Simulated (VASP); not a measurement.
A run of VASP 6.6.1:

Contents of INCAR:

```
SYSTEM = Na4N
PREC = Accurate
ENCUT = 600
EDIFF = 1E-7
ISMEAR = 0
SIGMA = 0.1
LREAL = .False.
LASPH = .True.
NELM = 100
ALGO = Normal
ISIF = 3
LWAVE = .False.
LCHARG = .False.
GGA = PE
IBRION = 2
NSW = 100
EDIFFG = -0.01
```

Contents of KPOINTS:

```
Automatic mesh
0
Gamma
  10 10 10
  0 0 0
```

File POSCAR:

```
Na4N
1.0
   -3.0190623165      3.0190623165      3.0190623165
    3.0190623165     -3.0190623165      3.0190623165
    3.0190623165      3.0190623165     -3.0190623165
Na N
4 1
Direct
    0.5000000000      0.5000000000      0.5000000000
    0.5000000000      0.0000000000      0.0000000000
    0.0000000000      0.0000000000      0.5000000000
    0.0000000000      0.5000000000      0.0000000000
    0.0000000000      0.0000000000      0.0000000000
```

Potentials or basis: VASP PAW PBE potentials, release 64 (Na_pv, N).

Run with:

```console
$ cat potpaw_PBE.64/Na_pv/POTCAR potpaw_PBE.64/N/POTCAR > POTCAR
$ mpirun -np 1 vasp_std > vasp.out
```

Hardware: 1 thread of Intel(R) Xeon(R) Platinum 8488C (Sapphire Rapids), on a shared host.

Task: How long does it take, and how much memory?

Result: It took 4 min on 1 thread of Intel(R) Xeon(R) Platinum 8488C (Sapphire Rapids), on a shared host, peak memory 0.31 GiB. Counts: scf iterations 26, k points 47, ion steps 2.
